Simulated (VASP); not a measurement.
# C: single point with LDA

The system is C.

```
C
1.0
     2.48328    0.00000    0.00000
    -1.24164    2.15058    0.00000
     0.00000    0.00000    4.13634
C
4
Cartesian
  0.0000 1.4337 0.0014
  1.2416 0.7169 2.0696
  0.0000 1.4337 1.5497
  1.2416 0.7169 3.6179
```

```json
{
  "Program": "VASP 6.6.1",
  "Task": "single point",
  "Functional": "LDA",
  "Potentials or basis": "VASP PAW LDA potentials, release 64 (C)",
  "Cutoff": "520 eV",
  "k mesh": "12 × 12 × 6",
  "Occupations": "fermi-dirac, width 0.02 eV",
  "Spin": "no spin polarisation"
}
```

The pressure is 1.6 GPa and the largest force is 0.004 eV/Å. The band gap on the k mesh is 3.01 eV, indirect (least direct gap 4.97 eV).

Forces on the atoms (eV/Å):
```
C    0.000  0.000  0.004
C    0.000  0.000  0.004
C    0.000  0.000 -0.004
C    0.000  0.000 -0.004
```

Levels at points of the mesh, in eV from the valence-band top:
| k point | band 6 | band 7 | band 8 | band 9 | band 10 | band 11 |
| --- | --- | --- | --- | --- | --- | --- |
| (0.00, 0.00, 0.00) | -0.52 | 0.00 | 0.00 | 4.97 | 4.97 | 5.35 |
| (0.50, 0.00, 0.00) | -6.62 | -6.16 | -3.21 | 4.53 | 7.93 | 8.32 |
| (0.00, 0.00, 0.50) | -1.89 | -1.89 | -1.89 | 7.29 | 7.29 | 7.29 |
| (0.50, 0.00, 0.50) | -5.22 | -4.92 | -4.92 | 5.93 | 5.93 | 6.63 |

It took 14 s on 1 thread of Intel(R) Xeon(R) Platinum 8375C CPU @ 2.90GHz (Ice Lake), with other jobs on the host, peak memory 0.13 GiB.

A k mesh can miss the band edges. A hybrid or GW would open this gap; LDA tends to underestimate it.
